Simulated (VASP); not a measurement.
Here is a VASP 6.6.1 calculation.

File INCAR:

```
PREC = Accurate
ENCUT = 520
EDIFF = 1E-7
ISMEAR = 0
SIGMA = 0.15
LREAL = F
LASPH = T
NELM = 80
ALGO = Normal
ISIF = 2
LWAVE = F
LCHARG = F
GGA = PE
NBANDS = 29
```

File KPOINTS:

```
Automatic mesh
0
Gamma
  12 12 12
```

POSCAR

```
TiSi2
1.0
    1.7496824371     -6.6891087399      0.0000000000
    1.7496824371      6.6891087399      0.0000000000
    0.0000000000      0.0000000000      3.5306433142
Ti Si
2 4
Direct
    0.8968075259      0.1031924741      0.7500000000
    0.1031924741      0.8968075259      0.2500000000
    0.5591373592      0.4408626408      0.7500000000
    0.4408626408      0.5591373592      0.2500000000
    0.2498287182      0.7501712818      0.7500000000
    0.7501712818      0.2498287182      0.2500000000
```

Potentials or basis: VASP PAW PBE potentials, release 64 (Ti_sv, Si).

The run is started by

```sh
$ cat potpaw_PBE.64/Ti_sv/POTCAR potpaw_PBE.64/Si/POTCAR > POTCAR
$ mpirun -np 1 vasp_std > vasp.out
```

Task: What does it give for the pressure?

Result: 6.1 GPa.

Task: Predict the largest force.

Result: 0.128 eV/Å.

Forces in eV/Å, atoms in the order of the input:
```
Ti   0.000 -0.123  0.000
Ti   0.000  0.123  0.000
Si   0.000 -0.128  0.000
Si   0.000  0.128  0.000
Si   0.000  0.017  0.000
Si   0.000 -0.017  0.000
```

Caveat: the cell stands under pressure.
